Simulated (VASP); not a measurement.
# YAl3F7 (P-6m2) in VASP: single point with PBE

Aim: the single point of YAl3F7 with PBE.

All numbers are computed with VASP 6.6.1; they aren't measurements. Logs are shortened: lines on timing, memory, paths and dates and some standing lists are left out, and cuts for length are marked.

**1. The cell of the first run**

Symmetry: P-6m2, No. 187, hexagonal system. The conventional cell has a = 5.105 Å, b = 5.105 Å, c = 8.047 Å, α = 90.00°, β = 90.00°, γ = 120.00°. Within 4.1 Å of Y (site symmetry -6m2) lie 9 F at 2.95 to 3.48 Å and 8 Al at 3.46 to 4.02 Å. Al (site symmetry 3m) has 4 F at 1.81 to 2.16 Å within 2.4 Å. Within 2.0 Å of Al (site symmetry -6m2) lie 6 F at 1.53 Å. F (site symmetry -6m2) has 2 Al at 1.81 Å within 2.4 Å. F (site symmetry m) has 1 Al at 1.53 Å and 1 F at 1.59 Å within 2.0 Å.

The cell was generated, and may not be a known phase.

**2. Single point, PBE, collinear spin**

INCAR reads:

```
SYSTEM = YAl3F7
PREC     = Accurate       ! precision mode
ENCUT    = 520            ! plane-wave cutoff, eV
EDIFF    = 1E-6           ! SCF threshold, eV
ISMEAR   = 0              ! smearing method
SIGMA    = 0.1            ! smearing width, eV
LREAL    = .False.        ! projectors in reciprocal space
LASPH    = .True.         ! aspherical terms in the spheres
NELM     = 150            ! most SCF steps
ALGO     = Normal         ! electronic algorithm
ISIF     = 2              ! what is computed and relaxed
LWAVE    = .False.        ! write WAVECAR
LCHARG   = .True.         ! write CHGCAR
ISPIN    = 2              ! spin polarisation
MAGMOM   = 0 0 0 0 1 1 1 1 1 1 1 ! initial moments
LORBIT   = 11             ! projections on sites
LMAXMIX  = 4              ! l up to which the mixer works
GGA      = PE             ! functional
LELF     = .True.         ! ELF
LVHAR    = .True.       
NBANDS   = 50             ! bands
```

KPOINTS reads:

```
regular mesh
0
Gamma
  6 6 2
  0 0 0
```

POSCAR reads:

```
YAl3F7
1.0
    5.1045818700      0.0000000000      0.0000000000
   -2.5522909400      4.4206975800      0.0000000000
    0.0000000000      0.0000000000      8.0467730500
Y Al F
1 3 7
Direct
    0.0000000000      0.0000000000      0.5000000000
    0.6666666700      0.3333333300      0.7249647000
    0.6666666700      0.3333333300      0.2750353000
    0.0000000000      0.0000000000      0.0000000000
    0.6666666700      0.3333333300      0.5000000000
    0.2963871000      0.1481935500      0.9009517300
    0.8518064500      0.1481935500      0.9009517300
    0.8518064500      0.7036129000      0.9009517300
    0.2963871000      0.1481935500      0.0990482700
    0.8518064500      0.1481935500      0.0990482700
    0.8518064500      0.7036129000      0.0990482700
```

Potentials or basis: VASP PAW PBE potentials, release 64 (Y_sv, Al, F).

Started as:

```
cat potpaw_PBE.64/Y_sv/POTCAR potpaw_PBE.64/Al/POTCAR potpaw_PBE.64/F/POTCAR > POTCAR
mpirun -np 1 vasp_std > vasp.out
```

OUTCAR:

```text
SYSTEM = YAl3F7
   PREC = Accurate
   ENCUT = 520
   EDIFF = 1E-6
   ISMEAR = 0
   LREAL = .False.
   LASPH = .True.
   NELM = 150
   ISIF = 2
   ISPIN = 2
   LORBIT = 11
   GGA = PE

 ion  position               nearest neighbor table
   1  0.000  0.000  0.500-   5 2.95   5 2.95   5 2.95   2 3.46   3 3.46   3 3.46   2 3.46   3 3.46
                             2 3.46
   2  0.667  0.333  0.725-   5 1.81   7 2.16   6 2.16   8 2.16   1 3.46   1 3.46   1 3.46
   3  0.667  0.333  0.275-   5 1.81  10 2.16   9 2.16  11 2.16   1 3.46   1 3.46   1 3.46
   4  0.000  0.000  0.000-   6 1.53   9 1.53   7 1.53  10 1.53   8 1.53  11 1.53
   5  0.667  0.333  0.500-   2 1.81   3 1.81   1 2.95   1 2.95   1 2.95
   6  0.296  0.148  0.901-   4 1.53   9 1.59   2 2.16
   7  0.852  0.148  0.901-   4 1.53  10 1.59   2 2.16
   8  0.852  0.704  0.901-   4 1.53  11 1.59   2 2.16
   9  0.296  0.148  0.099-   4 1.53   6 1.59   3 2.16
  10  0.852  0.148  0.099-   4 1.53   7 1.59   3 2.16
  11  0.852  0.704  0.099-   4 1.53   8 1.59   3 2.16

  LATTYP: Found a hexagonal cell.
 ALAT       =     5.1045818700
 C/A-ratio  =     1.5763824060

  Lattice vectors:

 A1 = (   5.1045818700,   0.0000000000,   0.0000000000)
 A2 = (  -2.5522909400,   4.4206975800,   0.0000000000)
 A3 = (   0.0000000000,   0.0000000000,   8.0467730500)

Analysis of symmetry for initial positions (statically):
=====================================================================
 Subroutine PRICEL returns:
 Original cell was already a primitive cell.

 Routine SETGRP: Setting up the symmetry group for a
 hexagonal supercell.

 Subroutine GETGRP returns: Found 12 space group operations
 (whereof 12 operations were pure point group operations)
 out of a pool of 24 trial point group operations.

The static configuration has the point symmetry D_3h.

Analysis of symmetry for dynamics (positions and initial velocities):
=====================================================================
 Subroutine PRICEL returns:
 Original cell was already a primitive cell.

 Routine SETGRP: Setting up the symmetry group for a
 hexagonal supercell.

 Subroutine GETGRP returns: Found 12 space group operations
 (whereof 12 operations were pure point group operations)
 out of a pool of 24 trial point group operations.

The dynamic configuration has the point symmetry D_3h.

Analysis of structural, dynamic, and magnetic symmetry:
=====================================================================
 Subroutine PRICEL returns:
 Original cell was already a primitive cell.

 Routine SETGRP: Setting up the symmetry group for a
 hexagonal supercell.

 Subroutine GETGRP returns: Found 12 space group operations
 (whereof 12 operations were pure point group operations)
 out of a pool of 24 trial point group operations.

The overall configuration has the point symmetry D_3h.

 Subroutine INISYM returns: Found 12 space group operations
 (whereof 12 operations are pure point group operations),
 and found     1 'primitive' translations

----------------------------------------------------------------------------------------

                                     Primitive cell

  volume of cell :     181.5820

  direct lattice vectors                    reciprocal lattice vectors
     5.104581870  0.000000000  0.000000000     0.195902431  0.113104322  0.000000000
    -2.552290940  4.420697580  0.000000000     0.000000000  0.226208643  0.000000000
     0.000000000  0.000000000  8.046773050     0.000000000  0.000000000  0.124273419

  length of vectors
     5.104581870  5.104581877  8.046773050     0.226208643  0.226208643  0.124273419

  position of ions in fractional coordinates (direct lattice)
     0.000000000  0.000000000  0.500000000
     0.666666670  0.333333330  0.724964700
     0.666666670  0.333333330  0.275035300
     0.000000000  0.000000000  0.000000000
     0.666666670  0.333333330  0.500000000
     0.296387100  0.148193550  0.900951730
     0.851806450  0.148193550  0.900951730
     0.851806450  0.703612900  0.900951730
[... 51 lines left out ...]
  0.333333  0.166667  0.000000     12.000000
  0.333333  0.333333  0.000000      2.000000
  0.000000  0.000000  0.500000      1.000000
  0.166667  0.000000  0.500000      6.000000
  0.333333  0.000000  0.500000      6.000000
  0.500000  0.000000  0.500000      3.000000
  0.166667  0.166667  0.500000      6.000000
  0.333333  0.166667  0.500000     12.000000
  0.333333  0.333333  0.500000      2.000000
   k-points           NKPTS =     14   k-points in BZ     NKDIM =     14   number of bands    NBANDS=     50
   number of dos      NEDOS =    301   number of ions     NIONS =     11
   total plane-waves  NPLWV =  96000
   dimension x,y,z NGX =    40 NGY =   40 NGZ =   60
   dimension x,y,z NGXF=    80 NGYF=   80 NGZF=  120
   ions per type =               1   3   7
   NGX,Y,Z   is equivalent  to a cutoff of  13.03, 13.03, 12.40 a.u.
   NGXF,Y,Z  is equivalent  to a cutoff of  26.05, 26.05, 24.79 a.u.
 SYSTEM =  YAl3F7
   PREC   = accura    normal or accurate (medium, high low for compatibility)
   ISTART =      0    job   : 0-new  1-cont  2-samecut
   ICHARG =      2    charge: 1-file 2-atom 10-const
   ISPIN  =      2    spin polarized calculation?
   LNONCOLLINEAR =      F non collinear calculations
   LSORBIT =      F    spin-orbit coupling
   LASPH  =      T    aspherical Exc in radial PAW
   ENCUT  =  520.0 eV  38.22 Ry    6.18 a.u.   9.49  9.49 14.96*2*pi/ulx,y,z
   NELM   =    150;   NELMIN=  2; NELMDL= -5     # of ELM steps
   EDIFF  = 0.1E-05   stopping-criterion for ELM
   LREAL  =      F    real-space projection
   EDIFFG = 0.1E-04   stopping-criterion for IOM
   NSW    =      0    number of steps for IOM
   IBRION =     -1    ionic relax: 0-MD 1-quasi-New 2-CG
   NFREE  =      0    steps in history (QN), initial steepest desc. (CG)
   ISIF   =      2    stress and relaxation
   ISYM   =      2    0-nonsym 1-usesym 2-fastsym
   POTIM  = 0.5000    time-step for ionic-motion
   TEBEG  =    0.0;   TEEND  =   0.0 temperature during run
   PSTRESS=    0.0 pullay stress
   NELECT =      69.0000    total number of electrons
   NUPDOWN=      -1.0000    fix difference up-down
   EMIN   =  10.00;   EMAX   =-10.00  energy-range for DOS
   EFERMI =   0.00;   METHOD = LEGACY
   ISMEAR =     0;   SIGMA  =   0.10  broadening in eV -4-tet -1-fermi 0-gaus
   EFERMI_NEDOS =   21; number of points for ismear=-14 and -15
   IALGO  =     38    algorithm
   IMIX   =      4    mixing-type and parameters
     AMIX     =   0.40;   BMIX     =  1.00
     AMIX_MAG =   1.60;   BMIX_MAG =  1.00
  volume/ion in A,a.u.               =      16.51       111.40
  Fermi-wavevector in a.u.,A,eV,Ry     =   1.185770  2.240779 19.130463  1.406049
  Thomas-Fermi vector in A             =   2.321956
   LORBIT       =     11    0 simple, 1 ext, 2 COOP (PROOUT), +10 PAW based schemes
   GGA     = PE    functional components
   LHFCALC =     F    Hartree Fock is set to
   AEXX    =    0.0000 exact exchange contribution
   IVDW    =     0    specifies the selected vdW correction
   LEPSILON=     F    determine dielectric tensor
   LRPA    =     F    only Hartree local field effects (RPA)
 spin polarized calculation
 Gauss-broadening in eV      SIGMA  =   0.10
  energy-cutoff  :      520.00
  volume of cell :      181.58
 maximum number of plane-waves:      4925
 NGX is ok and might be reduce to    40
   NGX = 19   NGY = 19   NGZ = 29

 number of electron      68.9999957 magnetization       0.0328433

 number of electron      68.9999957 magnetization      -0.0229182

 Free energy of the ion-electron system (eV)
  ---------------------------------------------------
  ext. energy  EPLUGINS =         0.00000000
  ---------------------------------------------------
  free energy    TOTEN  =       -38.22524093 eV

  energy without entropy =      -38.19185414  energy(sigma->0) =      -38.20854754

 E-fermi :   3.2349     XC(G=0):  -8.5566

 val. band max:        3.2335156457   @ k =   0.3333   0.0000   0.0000
 cond. band min:       3.2379901882   @ k =   0.3333   0.3333   0.0000
 fundamental gap:      0.0044745424
 Fermi energy:         3.2348958475

 spin component 1

 k-point     1 :       0.0000    0.0000    0.0000
  band No.  band energies     occupation
      1     -41.2669      1.00000
      2     -25.0613      1.00000
      3     -24.4898      1.00000
      4     -23.9473      1.00000
      5     -23.9473      1.00000
      6     -21.3260      1.00000
[... 675 lines left out ...]
     45       8.8569      0.00000
     46       9.9775      0.00000
 Fermi energy:         3.2348958475

 spin component 2

 k-point     1 :       0.0000    0.0000    0.0000
  band No.  band energies     occupation
      1     -41.2706      1.00000
      2     -25.0627      1.00000
      3     -24.4915      1.00000
      4     -23.9488      1.00000
      5     -23.9488      1.00000
      6     -21.3284      1.00000
[... 675 lines left out ...]
     45       8.8522      0.00000
     46       9.9743      0.00000
 [bands above 46 left out]

------------------------ aborting loop because EDIFF is reached ----------------------------------------

  FORCE on cell =-STRESS in cart. coord.  units (eV):
  Direction    XX          YY          ZZ          XY          YZ          ZX
  --------------------------------------------------------------------------------------
  -------------------------------------------------------------------------------------
  Total       23.4006287     23.4006288     85.9710897     -0.0000000      0.0000000      0.0000000
  in kB      206.4740022    206.4740027    758.5606000     -0.0000002      0.0000000      0.0000000
  external PRESSURE =     390.5028683 kB  Pullay stress =       0.0000000 kB

 VOLUME and BASIS-vectors are now :
 -----------------------------------------------------------------------------
  energy-cutoff  :      520.00
  volume of cell :      181.58
      direct lattice vectors                 reciprocal lattice vectors
     5.104581870  0.000000000  0.000000000     0.195902431  0.113104322  0.000000000
    -2.552290940  4.420697580  0.000000000     0.000000000  0.226208643  0.000000000
     0.000000000  0.000000000  8.046773050     0.000000000  0.000000000  0.124273419

 POSITION                                       TOTAL-FORCE (eV/Angst)
 -----------------------------------------------------------------------------------
      0.00000      0.00000      4.02339         0.000000     -0.000000     -0.000000
      2.55229      1.47357      5.83363         0.000000     -0.000000      3.389038
      2.55229      1.47357      2.21315         0.000000     -0.000000     -3.389038
      0.00000      0.00000      0.00000         0.000000     -0.000000     -0.000000
      2.55229      1.47357      4.02339         0.000000     -0.000000     -0.000000
      1.13470      0.65512      7.24975         7.222167      4.169720    -18.344123
      3.96988      0.65512      7.24975        -7.222167      4.169720    -18.344123
      2.55229      3.11046      7.24975         0.000000     -8.339440    -18.344123
      1.13470      0.65512      0.79702         7.222167      4.169720     18.344123
      3.96988      0.65512      0.79702        -7.222167      4.169720     18.344123
      2.55229      3.11046      0.79702         0.000000     -8.339440     18.344123
 -----------------------------------------------------------------------------------
    total drift:                               -0.000046      0.000027     -0.000000

  FREE ENERGIE OF THE ION-ELECTRON SYSTEM (eV)
  ---------------------------------------------------
  free  energy   TOTEN  =       -38.2252409348 eV

  energy  without entropy=      -38.1918541429  energy(sigma->0) =      -38.20854754

 total charge

# of ion       s       p       d       f       tot
--------------------------------------------------
    1        2.177   6.058   0.831   0.007   9.072
    2        0.439   0.199   0.000   0.000   0.638
    3        0.439   0.199   0.000   0.000   0.638
    4        0.453   0.818   0.000   0.000   1.271
    5        1.785   4.374   0.000   0.000   6.160
    6        1.775   4.482   0.000   0.000   6.257
    7        1.775   4.482   0.000   0.000   6.257
    8        1.775   4.482   0.000   0.000   6.257
    9        1.775   4.482   0.000   0.000   6.257
   10        1.775   4.482   0.000   0.000   6.257
   11        1.775   4.482   0.000   0.000   6.257
--------------------------------------------------
tot         15.941  38.542   0.831   0.007  55.321

 magnetization (x)

# of ion       s       p       d       f       tot
--------------------------------------------------
    1       -0.001  -0.000  -0.007  -0.000  -0.008
    2       -0.000  -0.000   0.000   0.000  -0.000
    3       -0.000  -0.000   0.000   0.000  -0.000
    4        0.000   0.000   0.000   0.000   0.000
    5       -0.000  -0.001   0.000   0.000  -0.001
    6       -0.000  -0.001   0.000   0.000  -0.001
    7       -0.000  -0.001   0.000   0.000  -0.001
    8       -0.000  -0.001   0.000   0.000  -0.001
    9       -0.000  -0.001   0.000   0.000  -0.001
   10       -0.000  -0.001   0.000   0.000  -0.001
   11       -0.000  -0.001   0.000   0.000  -0.001
--------------------------------------------------
tot         -0.001  -0.006  -0.007  -0.000  -0.014
```

Wall time 11 min (1 thread of Intel Xeon Platinum 8259CL at 2.50GHz (Skylake/Cascade Lake), shared host); peak memory 0.49 GiB.

What came out:

```
Free energy                                           : -38.2252 eV
Pressure                                              : 39.1 GPa
Largest force                                         : 20.151 eV/Å
Net moment                                            : -0.02 μB per cell
Valence electrons inside the program's atomic spheres : Y 9.07; Al 0.64, 1.27 (each value once); F 6.16, 6.26 (each value once)
```

Forces in eV/Å, atoms in the order of the input:
```
Y     0.000   0.000   0.000
Al    0.000   0.000   3.389
Al    0.000   0.000  -3.389
Al    0.000   0.000   0.000
F     0.000   0.000   0.000
F     7.222   4.170 -18.344
F    -7.222   4.170 -18.344
F     0.000  -8.339 -18.344
F     7.222   4.170  18.344
F    -7.222   4.170  18.344
F     0.000  -8.339  18.344
```

Levels at points of the mesh, in eV from the Fermi level:
Spin up:
| k point | band 32 | band 33 | band 34 | band 35 | band 36 | band 37 |
| --- | --- | --- | --- | --- | --- | --- |
| (0.00, 0.00, 0.00) | -2.22 | -2.22 | 0.29 | 0.82 | 0.82 | 0.85 |
| (0.50, 0.00, 0.00) | -2.25 | -2.02 | -0.54 | -0.07 | 0.51 | 0.73 |
| (0.00, 0.00, 0.50) | -2.12 | -1.69 | -1.04 | 0.58 | 0.58 | 0.89 |
| (0.50, 0.00, 0.50) | -2.13 | -0.94 | -0.76 | -0.17 | 0.15 | 0.62 |
Spin down:
```tsv
k point	band 30	band 31	band 32	band 33	band 34	band 35	band 36	band 37	band 38	band 39
(0.00, 0.00, 0.00)	-3.78	-3.30	-2.23	-2.23	0.29	0.81	0.81	0.85	0.85	0.95
(0.50, 0.00, 0.00)	-3.27	-2.63	-2.26	-2.02	-0.55	-0.07	0.50	0.73	1.31	1.43
(0.00, 0.00, 0.50)	-4.00	-2.13	-2.13	-1.69	-1.04	0.57	0.57	0.89	0.89	1.39
(0.50, 0.00, 0.50)	-3.59	-2.79	-2.13	-0.95	-0.76	-0.18	0.14	0.61	1.11	1.45
```

Caveat: the k points lie up to 0.39 Å⁻¹ apart; forces of over 1 eV/Å act on the atoms, so gaps and moduli don't describe the material at rest.
